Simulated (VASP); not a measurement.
# Ca (Fm-3m) in VASP: a series of runs, part 2 of 2

VASP 6.6.1.

## Step 5: Single point, r2SCAN

This run uses another cell than the first one, of the same volume but with other edges.

Contents of POSCAR:

```
Ca
1.0
    3.9377489994      0.0000000000      0.0000000000
    0.0000000000      5.5688180402      0.0000000000
    1.9688744997      2.7844090201      1.9688744997
Ca
1
Direct
    0.0000000000      0.0000000000      0.0000000000
```

Contents of INCAR.step1:

```
PREC = Accurate
ENCUT = 520
ISMEAR = 0
SIGMA = 0.1
LREAL = F
LASPH = T
NELM = 60
NBANDS = 11
ISYM = 0
GGA = PE
ALGO = Normal
EDIFF = 1E-4
LWAVE = T
LCHARG = F
```

Contents of INCAR.step2:

```
PREC = Accurate
ENCUT = 520
EDIFF = 1E-6
ISMEAR = 0
SIGMA = 0.1
LREAL = F
LASPH = T
NELM = 60
ALGO = Normal
ISIF = 2
LWAVE = F
LCHARG = F
METAGGA = R2SCAN
LMIXTAU = T
NBANDS = 11
ISYM = 0
ISTART = 1
```

Contents of KPOINTS:

```
Automatic mesh
0
Gamma
  9 6 17
```

Potentials or basis: VASP PAW PBE potentials, release 64 (Ca_sv).

Launch:

```console
$ cat potpaw_PBE.64/Ca_sv/POTCAR > POTCAR
$ cp INCAR.step1 INCAR
$ mpirun -np 1 vasp_std > vasp.out
$ cp INCAR.step2 INCAR
$ mpirun -np 1 vasp_std > vasp.out
```

OUTCAR:

```text
PREC = Accurate
   ENCUT = 520
   EDIFF = 1E-6
   ISMEAR = 0
   LREAL = F
   LASPH = T
   NELM = 60
   ISIF = 2
   METAGGA = R2SCAN
   ISYM = 0
   ISTART = 1

 ion  position               nearest neighbor table
   1  0.000  0.000  0.000-

IMPORTANT INFORMATION: All symmetrisations will be switched off!
NOSYMM: (Re-)initialisation of all symmetry stuff for point group C_1.

----------------------------------------------------------------------------------------

                                     Primitive cell

  volume of cell :      43.1747

  direct lattice vectors                    reciprocal lattice vectors
     3.937748999  0.000000000  0.000000000     0.253952195  0.000000000 -0.253952195
     0.000000000  5.568818040  0.000000000     0.000000000  0.179571319 -0.253952195
     1.968874500  2.784409020  1.968874500     0.000000000  0.000000000  0.507904389

  length of vectors
     3.937748999  5.568818040  3.937748999     0.359142638  0.311026648  0.507904389

  position of ions in fractional coordinates (direct lattice)
     0.000000000  0.000000000  0.000000000

  ion indices of the primitive-cell ions
   primitive index   ion index
                 1           1

----------------------------------------------------------------------------------------

 KPOINTS: Automatic mesh

Automatic generation of k-mesh.
 Grid dimensions read from file:
 generate k-points for:    9    6   17

 Generating k-lattice:

  Cartesian coordinates                     Fractional coordinates (reciprocal lattice)
     0.028216911  0.000000000 -0.028216911     0.111111111  0.000000000  0.000000000
     0.000000000  0.029928553 -0.042325366     0.000000000  0.166666667 -0.000000000
     0.000000000  0.000000000  0.029876729     0.000000000  0.000000000  0.058823529

  Length of vectors
     0.039904738  0.051837775  0.029876729

  Shift w.r.t. Gamma in fractional coordinates (k-lattice)
     0.000000000  0.000000000  0.000000000

[... 97 lines left out ...]
   METAGGA = R2SCAN    functional components
   LHFCALC =     F    Hartree Fock is set to
   AEXX    =    0.0000 exact exchange contribution
   IVDW    =     0    specifies the selected vdW correction
   LEPSILON=     F    determine dielectric tensor
   LRPA    =     F    only Hartree local field effects (RPA)
 non-spin polarized calculation
 Gauss-broadening in eV      SIGMA  =   0.10
  energy-cutoff  :      520.00
  volume of cell :       43.17
 maximum number of plane-waves:      1211
 NGX is ok and might be reduce to    30

 number of electron       9.9999999 magnetization

 Free energy of the ion-electron system (eV)
  ---------------------------------------------------
  ext. energy  EPLUGINS =         0.00000000
  ---------------------------------------------------
  free energy    TOTEN  =        -7.03347479 eV

  energy without entropy =       -7.02668765  energy(sigma->0) =       -7.03008122

 E-fermi :   1.9031     XC(G=0):  -8.1454

 val. band max:        1.9029611906   @ k =  -0.3333  -0.1667   0.0588
 cond. band min:       1.9050409664   @ k =  -0.1111   0.0000   0.3529
 fundamental gap:      0.0020797758
 Fermi energy:         1.9030930373

 k-point     1 :       0.0000    0.0000    0.0000
  band No.  band energies     occupation
      1     -41.9280      2.00000
      2     -21.9590      2.00000
      3     -21.9583      2.00000
      4     -21.9581      2.00000
      5      -2.3399      2.00000
      6       4.5802      0.00000
      7       4.5806      0.00000
      8       4.5814      0.00000
      9       5.6827      0.00000
     10       5.6837      0.00000
     11      11.4134      0.00000
[... 309 lines left out ...]
 k-point    24 :       0.0000    0.5000    0.0000
  band No.  band energies     occupation
      1     -41.9149      2.00000
      2     -22.0931      2.00000
      3     -21.9774      2.00000
      4     -21.9765      2.00000
      5       0.9682      2.00000
      6       1.6080      1.99997
      7       4.4420      0.00000
      8       4.4422      0.00000
      9       6.3839      0.00000
     10       6.3849      0.00000
     11       7.5602      0.00000

 [... further k-points ...]

------------------------ aborting loop because EDIFF is reached ----------------------------------------

  FORCE on cell =-STRESS in cart. coord.  units (eV):
  Direction    XX          YY          ZZ          XY          YZ          ZX
  --------------------------------------------------------------------------------------
  -------------------------------------------------------------------------------------
  Total        0.0201102      0.0102817      0.0239377      0.0002735     -0.0081772      0.0009102
  in kB        0.7462737      0.3815469      0.8883098      0.0101482     -0.3034503      0.0337771
  external PRESSURE =       0.6720435 kB  Pullay stress =       0.0000000 kB

 VOLUME and BASIS-vectors are now :
 -----------------------------------------------------------------------------
  energy-cutoff  :      520.00
  volume of cell :       43.17
      direct lattice vectors                 reciprocal lattice vectors
     3.937748999  0.000000000  0.000000000     0.253952195  0.000000000 -0.253952195
     0.000000000  5.568818040  0.000000000     0.000000000  0.179571319 -0.253952195
     1.968874500  2.784409020  1.968874500     0.000000000  0.000000000  0.507904389

 POSITION                                       TOTAL-FORCE (eV/Angst)
 -----------------------------------------------------------------------------------
      0.00000      0.00000      0.00000        -0.000000      0.000000      0.000000
 -----------------------------------------------------------------------------------
    total drift:                               -0.000000      0.000000      0.000000

  FREE ENERGIE OF THE ION-ELECTRON SYSTEM (eV)
  ---------------------------------------------------
  free  energy   TOTEN  =        -7.0334747944 eV

  energy  without entropy=       -7.0266876510  energy(sigma->0) =       -7.03008122
```

Run time: 7.9 min. Hardware: 1 thread of Intel Xeon 6975P-C (Granite Rapids), shared host; peak memory 0.36 GiB.

What came out:

```yaml
Free_energy: -7.0335 eV
Pressure: 0.1 GPa
Band_gap_on_the_k_mesh: zero (bands 5 and 6 overlap by 0.52 eV)
```

Levels at points of the mesh, in eV from the Fermi level:
```
           k point  band 1  band 2  band 3  band 4  band 5  band 6  band 7  band 8  band 9  band 10
(0.00, 0.00, 0.00)  -43.83  -23.86  -23.86  -23.86   -4.24    2.68    2.68    2.68    3.78     3.78
(0.00, 0.50, 0.00)  -43.82  -24.00  -23.88  -23.88   -0.93   -0.30    2.54    2.54    4.48     4.48
```

Caveat: the PAW data sets were made with another functional, which shifts forces and pressure a little.

## Step 6: Summary

| task | cell | k mesh | cutoff (eV) | smearing | gap on the mesh (eV) | pressure (GPa) |
| --- | --- | --- | --- | --- | --- | --- |
| single point | a = 3.938 Å, angles 60.0°, 1 atom | 16 × 16 × 16 | 520 | fermi-dirac 0.15 eV | none | 0.1 |
| relaxation of cell and atoms | relaxed from a = 3.938 Å, angles 60.0°, 1 atom | 16 × 16 × 16 | 600 | fermi-dirac 0.15 eV | none | 0.0 |
| single point | a = 3.938 Å, angles 60.0°, 1 atom | 14 × 14 × 14 | 520 | gaussian 0.1 eV | none | 0.0 |
| single point | a = 3.938, b = 5.569 Å, angles 45.0, 60.0, 90.0°, 1 atom | 9 × 6 × 17 | 520 | gaussian 0.1 eV | none | 0.1 |

Alike in all rows: level r2SCAN; potentials or basis VASP PAW PBE potentials, release 64 (Ca_sv); no spin polarisation.

Caveats: the PAW data sets were made with another functional, which shifts forces and pressure a little.

Total energies depend on the potentials used, so only differences within one code and one set of settings carry meaning.

The gap in the log of VASP goes by the Fermi energy; the results here count the filled bands.